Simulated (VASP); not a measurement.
SbAs, 2 atoms in the cell. Symmetry: R3m, No. 160, trigonal system. The conventional cell has a = 4.050 Å, b = 4.050 Å, c = 10.841 Å, α = 90.00°, β = 90.00°, γ = 120.00°. Sb (site symmetry 3m) has 6 As at 2.72 to 3.23 Å within 3.6 Å. Within 3.6 Å of As (site symmetry 3m) lie 6 Sb at 2.72 to 3.23 Å. 

```yaml
Program: VASP 6.6.1
Task: single point
Functional: r2SCAN
Dispersion: D3(BJ)
Potentials_or_basis: VASP PAW PBE potentials, release 64 (Sb, As)
Cutoff: 520 eV
k_mesh: 12 × 12 × 12
Occupations: gaussian, width 0.1 eV
Spin: no spin polarisation
Dipole_correction: no
Further_INCAR_settings: ALGO = Normal; EDIFF = 1e-06; NBANDS = 12
```

Potentials or basis: VASP PAW PBE potentials, release 64 (Sb, As).

Launch:

```sh
$ cat potpaw_PBE.64/Sb/POTCAR potpaw_PBE.64/As/POTCAR > POTCAR
$ cp INCAR.step1 INCAR
$ mpirun -np 1 vasp_std > vasp.out
$ cp INCAR.step2 INCAR
$ mpirun -np 1 vasp_std > vasp.out
```

Hardware: 1 thread of Oxide Virtual Turin-like Processor, on a shared host.

Question: Estimate the wall time of this run.

Answer: Wall time 7.8 min on 1 thread of Oxide Virtual Turin-like Processor (shared host), peak memory 0.25 GiB. Counts: k points 189.
